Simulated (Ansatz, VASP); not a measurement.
## GaN: VASP beside Ansatz

```
CELL_PARAMETERS angstrom
3.21800 0.00000 0.00000
-1.60900 2.78687 0.00000
0.00000 0.00000 5.24302
ATOMIC_POSITIONS crystal
Ga 0.33333 0.66667 0.00005
Ga 0.66667 0.33333 0.50005
N 0.33333 0.66667 0.37675
N 0.66667 0.33333 0.87675
```

Alike in both runs: functional PBE; k mesh 8 × 8 × 5; no spin polarisation.

Ansatz relaxed the structure, and its values are those at the end. VASP's run is a single point on that final structure, the one shown.

|  | VASP | Ansatz |
| --- | --- | --- |
| version | VASP 6.6.1 | Ansatz 0.2.0 |
| potentials or method | VASP PAW PBE potentials, release 64 (Ga_d, N), cutoff 520 eV | scalar-relativistic, plane waves, PAW |
| occupations | gaussian, width 0.01 eV | fixed |
| valence electrons in the cell | 36 | 36 |

|  | VASP | Ansatz | Ansatz less VASP |
| --- | --- | --- | --- |
| gap on the k mesh at the Fermi level (eV) | 1.72 | 1.71 | -0.004 |
| least direct gap on the mesh (eV) | 1.72 | 1.71 | -0.004 |
| pressure (GPa) | 0.1 | 0.0 | -0.12 |
